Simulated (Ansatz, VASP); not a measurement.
## One calculation of Hf3H, two programs

```xyz
4
Lattice="3.0390 0.0000 0.0000 0.0000 3.0390 0.0000 0.0000 0.0000 7.5720" Properties=species:S:1:pos:R:3 pbc="T T T"
Hf    1.5195    1.5195    2.3179
Hf    1.5195    1.5195    5.2541
Hf    0.0000    0.0000    0.0000
H     0.0000    0.0000    3.7860
```

Alike in both runs: functional PBE; k mesh 6 × 6 × 3; occupations gaussian, width 0.2 eV; no spin polarisation.

Ansatz relaxed the structure, and its values are those at the end. VASP's run is a single point on that final structure, the one shown.

```csv
,VASP,Ansatz
version,VASP 6.6.1,Ansatz 0.2.0
potentials or method,"VASP PAW PBE potentials, release 64 (Hf_pv, H), cutoff 500 eV","scalar-relativistic, plane waves, PAW"
valence electrons in the cell,31,79
```

```csv
,VASP,Ansatz,Ansatz less VASP
gap on the k mesh at the Fermi level (eV),none,none,-
pressure (GPa),-0.4,0.1,+0.49
rms of the force components (eV/Å),0.001,0.005,+0.0045
```

A gap of «none» marks a metal or a gap that the smearing closes. VASP's potentials hold 31 valence electrons a cell and Ansatz's 79, so a difference there can come from the potentials and not from the codes.

Spin-orbit coupling is off throughout.
